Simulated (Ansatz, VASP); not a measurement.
## BN: VASP beside Ansatz

```xyz
2
Lattice="0.0000 3.4953 2.1661 1.2516 0.0000 2.1661 1.2516 3.4953 0.0000" Properties=species:S:1:pos:R:3 pbc="T T T"
N     1.2516    3.4953    2.8881
B     1.2516    3.4953    0.0002
```

Alike in both runs: task single point; functional PBE; k mesh 8 × 8 × 8; occupations fermi-dirac, width 0.05 eV; no spin polarisation.

```csv
,VASP,Ansatz
version,VASP 6.6.1,Ansatz 0.2.0
potentials or method,"VASP PAW PBE potentials, release 64 (N, B), cutoff 520 eV",all-electron PAW datasets made for the crystal
```

VASP gave:

```
gap on the k mesh at the Fermi level (eV)                     : 3.82
least direct gap on the mesh (eV)                             : 4.80
pressure (GPa)                                                : 3.3
traceless stress, the component that is largest in VASP (GPa) : -1.70
rms of the force components (eV/Å)                            : 0.006
```

Q: Estimate Ansatz's values.

A: gap on the k mesh at the Fermi level (eV): 3.82; least direct gap on the mesh (eV): 4.80; pressure (GPa): 3.2; traceless stress, the component that is largest in VASP (GPa): -1.45; rms of the force components (eV/Å): 0.006.

Atom by atom the forces differ by 0.000 eV/Å (rms over components). Ansatz ran all-electron here, and VASP with PAW potentials.
